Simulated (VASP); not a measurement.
# Ti (Im-3m) in VASP: further runs, part 2 of 2

VASP 6.6.1.

## (3) Relaxation of cell and atoms, PBEsol

The input, INCAR:

```
SYSTEM = Ti
PREC = Accurate
ENCUT = 600
EDIFF = 1E-6
ISMEAR = 0
SIGMA = 0.1
LREAL = .FALSE.
LASPH = .TRUE.
NELM = 80
ALGO = Fast
ISIF = 3
LWAVE = .FALSE.
LCHARG = .FALSE.
GGA = PS
IBRION = 2
NSW = 80
EDIFFG = -0.015
```

The input, KPOINTS:

```
regular mesh
0
G
  12 12 12
  0 0 0
```

The input, POSCAR:

```
Ti
1.0
    0.0000000000     -3.2102321257      3.2102321257
    3.2102321257     -3.2102321257      0.0000000000
    3.2102321257      0.0000000000      3.2102321257
Ti
4
Direct
    0.0000000000      0.0000000000      0.0000000000
    0.2500000000      0.2500000000      0.2500000000
    0.5000000000      0.5000000000      0.5000000000
    0.7500000000      0.7500000000      0.7500000000
```

Potentials or basis: VASP PAW PBE potentials, release 64 (Ti_sv).

On the command line:

```sh
> cat potpaw_PBE.64/Ti_sv/POTCAR > POTCAR
> mpirun -np 1 vasp_std > vasp.out
```

OUTCAR:

```text
SYSTEM = Ti
   PREC = Accurate
   ENCUT = 600
   EDIFF = 1E-6
   ISMEAR = 0
   LREAL = .FALSE.
   LASPH = .TRUE.
   NELM = 80
   ISIF = 3
   GGA = PS
   IBRION = 2
   NSW = 80
   EDIFFG = -0.015

 ion  position               nearest neighbor table
   1  0.000  0.000  0.000-   2 2.78   4 2.78   4 2.78   4 2.78   4 2.78   2 2.78   2 2.78   2 2.78

   2  0.250  0.250  0.250-   1 2.78   3 2.78   1 2.78   1 2.78   1 2.78   3 2.78   3 2.78   3 2.78

   3  0.500  0.500  0.500-   2 2.78   4 2.78   2 2.78   2 2.78   2 2.78   4 2.78   4 2.78   4 2.78

   4  0.750  0.750  0.750-   1 2.78   3 2.78   3 2.78   3 2.78   3 2.78   1 2.78   1 2.78   1 2.78

  LATTYP: Found a face centered cubic cell.
 ALAT       =     6.4204642514

  Lattice vectors:

 A1 = (   0.0000000000,  -3.2102321257,   3.2102321257)
 A2 = (   3.2102321257,  -3.2102321257,   0.0000000000)
 A3 = (   3.2102321257,   0.0000000000,   3.2102321257)

Analysis of symmetry for initial positions (statically):
=====================================================================
 Subroutine PRICEL returns following result:

  LATTYP: Found a body centered cubic cell.
 ALAT       =     3.2102321257
[... 189 lines left out ...]

------------------------ aborting loop because EDIFF is reached ----------------------------------------

  FORCE on cell =-STRESS in cart. coord.  units (eV):
  Direction    XX          YY          ZZ          XY          YZ          ZX
  --------------------------------------------------------------------------------------
  -------------------------------------------------------------------------------------
  Total       -0.1836465     -0.1836465     -0.1836465      0.0000000      0.0000000      0.0000000
  in kB       -4.4468653     -4.4468653     -4.4468653      0.0000000      0.0000000      0.0000000
  external PRESSURE =      -4.4468653 kB  Pullay stress =       0.0000000 kB
[... 63 lines left out ...]
--------------------------------------- Ionic step        3  -------------------------------------------

 number of electron      48.0000017 magnetization

 Free energy of the ion-electron system (eV)
  ---------------------------------------------------
  ext. energy  EPLUGINS =         0.00000000
  ---------------------------------------------------
  free energy    TOTEN  =       -32.96472758 eV

  energy without entropy =      -32.92323725  energy(sigma->0) =      -32.94398242

 E-fermi :   8.5102     XC(G=0): -11.8818

 val. band max:        8.5072479520   @ k =  -0.2500   0.5000   0.2500
 cond. band min:       8.5216953725   @ k =  -0.2500   0.2500   0.0833
 fundamental gap:      0.0144474206
 Fermi energy:         8.5102050914

 k-point     1 :       0.0000    0.0000    0.0000
  band No.  band energies     occupation
      1     -47.6874      2.00000
      2     -47.5089      2.00000
      3     -47.5089      2.00000
      4     -47.4076      2.00000
      5     -24.1210      2.00000
      6     -24.1210      2.00000
[... 733 lines left out ...]
     27       8.6143      0.14109
     28       8.7510      0.00066

 [... further k-points ...]
[... 5 lines left out ...]
  --------------------------------------------------------------------------------------
  -------------------------------------------------------------------------------------
  Total       -0.0043477     -0.0043477     -0.0043477      0.0000000      0.0000000     -0.0000000
  in kB       -0.1056226     -0.1056226     -0.1056226      0.0000000      0.0000000     -0.0000000
  external PRESSURE =      -0.1056226 kB  Pullay stress =       0.0000000 kB
[... 19 lines left out ...]
  FREE ENERGIE OF THE ION-ELECTRON SYSTEM (eV)
  ---------------------------------------------------
  free  energy   TOTEN  =       -32.9647275791 eV

  energy  without entropy=      -32.9232372521  energy(sigma->0) =      -32.94398242

 reached required accuracy - stopping structural energy minimisation
```

CONTCAR:

```text
Ti
   1.00000000000000
     0.0000000000000000   -3.2067278366344842    3.2067278366344842
     3.2067278366344842   -3.2067278366344842    0.0000000000000000
     3.2067278366344842    0.0000000000000000    3.2067278366344842
  Ti
     4
Direct
     0.0000000000000000    0.0000000000000000    0.0000000000000000
     0.2500000000000000    0.2500000000000000    0.2500000000000000
     0.5000000000000000    0.5000000000000000    0.5000000000000000
     0.7500000000000000    0.7500000000000000    0.7500000000000000

  0.00000000E+00  0.00000000E+00  0.00000000E+00
  0.00000000E+00  0.00000000E+00  0.00000000E+00
  0.00000000E+00  0.00000000E+00  0.00000000E+00
  0.00000000E+00  0.00000000E+00  0.00000000E+00
```

It took 24 min on 1 thread of Intel Xeon 8259CL, shared host; peak memory 0.3 GiB.

Results:

```
Free energy                           : -32.9647 eV
Relaxed volume                        : 16.49 Å³/atom
Relaxed cell                          : a = 4.535 Å, b = 4.535 Å, c = 4.535 Å, α = 60.00°, β = 60.00°, γ = 60.00°
Space group after relaxing (to 0.1 Å) : Im-3m (No. 229)
Energy gained by relaxing             : 0.1 meV/atom
Ionic steps                           : 3
Pressure after relaxing               : 0.0 GPa
```

Step by step:
```csv
step,energy change (eV),largest force (eV/Å),pressure (GPa),volume (Å³)
1,0.0000,0.0000,-0.44,66.17
2,-0.0001,0.0000,0.29,65.73
3,-0.0003,0.0000,-0.01,65.95
```

Final structure:
```
CELL_PARAMETERS angstrom
0.00000 -3.20673 3.20673
3.20673 -3.20673 0.00000
3.20673 0.00000 3.20673
ATOMIC_POSITIONS crystal
Ti 0.00000 0.00000 0.00000
Ti 0.25000 0.25000 0.25000
Ti 0.50000 0.50000 0.50000
Ti 0.75000 0.75000 0.75000
```

Levels at points of the mesh, in eV from the Fermi level:
```tsv
k point	band 20	band 21	band 22	band 23	band 24	band 25	band 26	band 27	band 28
(0.00, 0.00, 0.00)	-0.63	-0.63	-0.63	-0.63	-0.63	-0.63	1.03	1.03	1.03
(0.50, 0.00, 0.00)	-0.93	-0.93	-0.93	-0.28	-0.28	-0.14	-0.14	-0.14	-0.14
(0.50, 0.50, 0.00)	-2.59	-0.46	-0.46	-0.01	-0.01	1.31	1.31	1.36	1.36
```

Caveat: the highest band is partly filled, so the run has too few bands; the PAW data sets were made with another functional, which shifts forces and pressure a little.

## (4) Single point, PBEsol

This run uses another cell than the first one: it holds 1 atom, not 4.

The input, INCAR:

```
ALGO = Normal ; EDIFF = 1E-6
ENCUT = 500 ; GGA = PS
GGA_COMPAT = F ; ISIF = 2
ISMEAR = 0 ; LASPH = T
LCHARG = F ; LREAL = F
LWAVE = F ; NBANDS = 12
NELM = 120 ; PREC = Accurate
SIGMA = 0.1
```

The input, KPOINTS:

```
k-points
0
Gamma
  27 27 27
```

The input, POSCAR:

```
Ti
1.0
   -1.7118255600      1.7118255600      1.7118255600
    1.7118255600     -1.7118255600      1.7118255600
    1.7118255600      1.7118255600     -1.7118255600
Ti
1
Direct
    0.0000000000      0.0000000000      0.0000000000
```

On the command line:

```sh
> cat potpaw_PBE.64/Ti_sv/POTCAR > POTCAR
> mpirun -np 1 vasp_std > vasp.out
```

Wall time 79 s (1 thread of AMD EPYC 7R13 (Zen 3), shared host); peak memory 0.21 GiB.

It converged, with:

```
Free energy            : -8.0393 eV
Pressure               : -15.8 GPa
Band gap on the k mesh : zero (bands 6 and 7 overlap by 1.44 eV)
```

Levels at points of the mesh, in eV from the Fermi level:
| k point | band 4 | band 5 | band 6 | band 7 | band 8 | band 9 |
| --- | --- | --- | --- | --- | --- | --- |
| (0.00, 0.00, 0.00) | -32.68 | -5.61 | 0.85 | 0.85 | 0.85 | 2.32 |

Caveat: the cell stands under tension; the PAW data sets were made with another functional, which shifts forces and pressure a little.

## (5) The runs side by side

| task | cell | k mesh | cutoff (eV) | mended | gap on the mesh (eV) | pressure (GPa) |
| --- | --- | --- | --- | --- | --- | --- |
| single point | a = 4.540 Å, angles 60.0°, 4 atoms, atomic positions A | 12 × 12 × 12 | 520 | - | none | -0.4 |
| relaxation of cell and atoms | relaxed from a = 4.540 Å, angles 60.0°, 4 atoms, atomic positions A | 12 × 12 × 12 | 600 | - | - | 0.0 |
| single point | a = 2.965 Å, angles 109.5°, 1 atom, atomic positions B | 27 × 27 × 27 | 500 | yes | none | -15.8 |

Alike in all rows: level PBEsol; potentials or basis VASP PAW PBE potentials, release 64 (Ti_sv); no spin polarisation; smearing gaussian 0.1 eV.

Caveats: the PAW data sets were made with another functional, which shifts forces and pressure a little; the highest band is partly filled, so the run has too few bands (at least some runs); the cell stands under tension (at least some runs).

Total energies depend on the potentials used, so only differences within one code and one set of settings carry meaning.
